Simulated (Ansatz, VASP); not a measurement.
Two plane-wave programs on Si

```
CELL_PARAMETERS angstrom
2.76885 0.00000 0.00000
-1.38442 2.39789 0.00000
0.00000 0.00000 4.50899
ATOMIC_POSITIONS crystal
Si 0.33333 0.66667 0.25000
Si 0.66667 0.33333 0.75000
```

Change from the starting cell: strain +0.0500 x Voigt [1, 1, 0, 0, 0, 0], atoms carried along.

Alike in both runs: task single point; functional PBE; dispersion D3(BJ); k mesh 24 × 24 × 14; occupations gaussian, width 0.15 eV; no spin polarisation.

|  | VASP | Ansatz |
| --- | --- | --- |
| version | VASP 6.6.1 | Ansatz 0.2.0 |
| potentials or method | VASP PAW PBE potentials, release 64 (Si), cutoff 520 eV | scalar-relativistic, plane waves, PAW |
| valence electrons in the cell | 8 | 8 |

VASP gave:

* gap on the k mesh at the Fermi level (eV): none
* pressure (GPa): -7.9
* traceless stress, the component that is largest in VASP (GPa): 0.86

Estimate Ansatz's values.

gap on the k mesh at the Fermi level (eV): none; pressure (GPa): -7.8; traceless stress, the component that is largest in VASP (GPa): 0.86.

A gap of «none» marks a metal or a gap that the smearing closes.
